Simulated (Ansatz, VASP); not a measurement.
Pt in VASP and in Ansatz

The input INCAR:

```
PREC     = Accurate       # precision mode
ENCUT    = 520            # plane-wave cutoff, eV
EDIFF    = 1E-7           # SCF threshold, eV
ISMEAR   = 0              # smearing method
SIGMA    = 0.15           # smearing width, eV
LREAL    = False          # projectors in reciprocal space
LASPH    = True           # aspherical terms in the spheres
NELM     = 100            # most SCF steps
ALGO     = Normal         # electronic algorithm
ISIF     = 2              # what is computed and relaxed
LWAVE    = False          # write WAVECAR
LCHARG   = False          # write CHGCAR
GGA      = PS             # functional
NBANDS   = 17             # bands
```

Contents of KPOINTS:

```
regular mesh
0
Gamma
  18 18 10
```

File POSCAR:

```
Pt
1.0
    2.5980000000      0.0000000000      0.0000000000
   -1.2990000000      2.2499339990      0.0000000000
    0.0000000000      0.0000000000      4.9423000000
Pt
2
Direct
    0.6666666667      0.3333333333      0.7500000000
    0.3333333333      0.6666666667      0.2500000000
```

Input for Ansatz:

```yaml
crystal:
  lattice:
    - [2.598, 0.0, 0.0]
    - [-1.299, 2.249933999, 0.0]
    - [0.0, 0.0, 4.9423]
  atoms:
    - { symbol: Pt, position: [0.6666666667, 0.3333333333, 0.75] }
    - { symbol: Pt, position: [0.3333333333, 0.6666666667, 0.25] }
basis:
  ecutwfc: 420
kpoints:
  mp_grid: { grid: [18, 18, 10] }
hamiltonian:
  xc: pbesol
scf:
  occupations: { method: gaussian, width: 0.15 }
output:
  forces: true
  stress: true
  eigenvalues: true
  write_density: true
  write_potential: true
  elf: true
  volumetric_format: npy
```

Alike in both runs: task single point; functional PBEsol; k mesh 18 × 18 × 10; occupations gaussian, width 0.15 eV; no spin polarisation.

```csv
,VASP,Ansatz
version,VASP 6.6.1,Ansatz 0.2.0
potentials or method,"VASP PAW PBE potentials, release 64 (Pt), cutoff 520 eV","scalar-relativistic, plane waves, PAW"
valence electrons in the cell,20,36
```

|  | VASP | Ansatz | Ansatz less VASP |
| --- | --- | --- | --- |
| gap on the k mesh at the Fermi level (eV) | none | none | - |
| pressure (GPa) | 21.9 | 22.3 | +0.39 |
| traceless stress, the component that is largest in VASP (GPa) | -24.30 | -24.30 | +0.003 |

VASP's potentials were made for PBE, not for PBEsol. A gap of «none» marks a metal or a gap that the smearing closes. VASP's potentials hold 20 valence electrons a cell and Ansatz's 36, so a difference there can come from the potentials and not from the codes.

Spin-orbit coupling is off throughout.
